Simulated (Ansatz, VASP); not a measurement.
# One calculation of LiTaO2, two programs

```xyz
4
Lattice="2.8857 0.0000 0.0000 0.0000 3.0801 0.0000 0.0000 0.0000 5.4464" Properties=species:S:1:pos:R:3 pbc="T T T"
Li    1.4429    1.5400    2.7232
Ta    0.0000    0.0000    0.0000
O     0.0000    1.5400    1.3271
O     0.0000    1.5400    4.1192
```

Change from the starting cell: species swapped into the CuAgO2 type (Pmmm, No. 47).

Alike in both runs: functional PBE; k mesh 6 × 6 × 4; occupations gaussian, width 0.1 eV; no spin polarisation.

Ansatz relaxed the structure, and its values are those at the end. VASP's run is a single point on that final structure, the one shown.

|  | VASP | Ansatz |
| --- | --- | --- |
| version | VASP 6.6.1 | Ansatz 0.2.0 |
| potentials or method | VASP PAW PBE potentials, release 64 (Li_sv, Ta_pv, O), cutoff 520 eV | scalar-relativistic, plane waves, PAW |
| valence electrons in the cell | 26 | 28 |

VASP gave:

```
gap on the k mesh at the Fermi level (eV) : none
rms of the force components (eV/Å)        : 0.022
```

Question: Estimate Ansatz's values.

Answer: gap on the k mesh at the Fermi level (eV): none; rms of the force components (eV/Å): 0.003.

A gap of «none» marks a metal or a gap that the smearing closes. VASP's potentials hold 26 valence electrons a cell and Ansatz's 28, so a difference there can come from the potentials and not from the codes.

The k mesh is coarse, so the values compare programs but aren't converged. Spin-orbit coupling is off throughout. Noted on VASP's run: the cutoff is under 1.25 times that of the potentials, so the pressure is a little rough.
